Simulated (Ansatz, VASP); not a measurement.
PbO3: VASP beside Ansatz

INCAR

```
PREC     = Accurate       # precision mode
ENCUT    = 600            # plane-wave cutoff, eV
EDIFF    = 1E-6           # SCF threshold, eV
ISMEAR   = 0              # smearing method
SIGMA    = 0.1            # smearing width, eV
LREAL    = F              # projectors in reciprocal space
LASPH    = T              # aspherical terms in the spheres
NELM     = 60             # most SCF steps
ALGO     = Normal         # electronic algorithm
ISIF     = 3              # what is computed and relaxed
LWAVE    = F              # write WAVECAR
LCHARG   = F              # write CHGCAR
GGA      = PE             # functional
IBRION   = 2              # ionic algorithm
NSW      = 100            # ionic steps
EDIFFG   = -0.01          # ionic threshold
```

Contents of KPOINTS:

```
Automatic mesh
0
Gamma
  14 14 14
```

File POSCAR:

```
PbO3
1.0
    3.5657678347      0.0000000000      0.0000000000
    0.0000000000      3.5657678347      0.0000000000
    0.0000000000      0.0000000000      3.5657678347
Pb O
1 3
Direct
    0.0000000000      0.0000000000      0.0000000000
    0.0000000000      0.5000000000      0.5000000000
    0.5000000000      0.0000000000      0.5000000000
    0.5000000000      0.5000000000      0.0000000000
```

Input for Ansatz:

```yaml
crystal:
  lattice:
    - [3.5657678347, 0.0, 0.0]
    - [0.0, 3.5657678347, 0.0]
    - [0.0, 0.0, 3.5657678347]
  atoms:
    - { symbol: Pb, position: [0.0, 0.0, 0.0] }
    - { symbol: O, position: [0.0, 0.5, 0.5] }
    - { symbol: O, position: [0.5, 0.0, 0.5] }
    - { symbol: O, position: [0.5, 0.5, 0.0] }
basis:
  ecutwfc: 420
kpoints:
  mp_grid: { grid: [14, 14, 14] }
hamiltonian:
  xc: pbe
scf:
  occupations: { method: gaussian, width: 0.1 }
output:
  forces: true
  stress: true
  eigenvalues: true
relax:
  adjacent_minimum: "off"
  f_tol: 0.01
  max_steps: 80
  cell: { stress_tol: 0.05 }
```

Alike in both runs: task relaxation of cell and atoms; functional PBE; k mesh 14 × 14 × 14; occupations gaussian, width 0.1 eV; no spin polarisation.

|  | VASP | Ansatz |
| --- | --- | --- |
| version | VASP 6.6.1 | Ansatz 0.2.0 |
| potentials or method | VASP PAW PBE potentials, release 64 (Pb_d, O), cutoff 600 eV | scalar-relativistic, plane waves, PAW |
| valence electrons in the cell | 32 | 32 |

|  | VASP | Ansatz | Ansatz less VASP |
| --- | --- | --- | --- |
| gap on the k mesh at the Fermi level, each at its own relaxed structure (eV) | none | none | - |
| relaxed volume (Å³/atom) | 11.40 | 11.39 | -0.009 |
| relaxed length of the cell vector where the two differ most in proportion (Å) | 3.573 | 3.572 | -0.0010 |

A gap of «none» marks a metal or a gap that the smearing closes.

Neither program's run includes spin-orbit coupling.
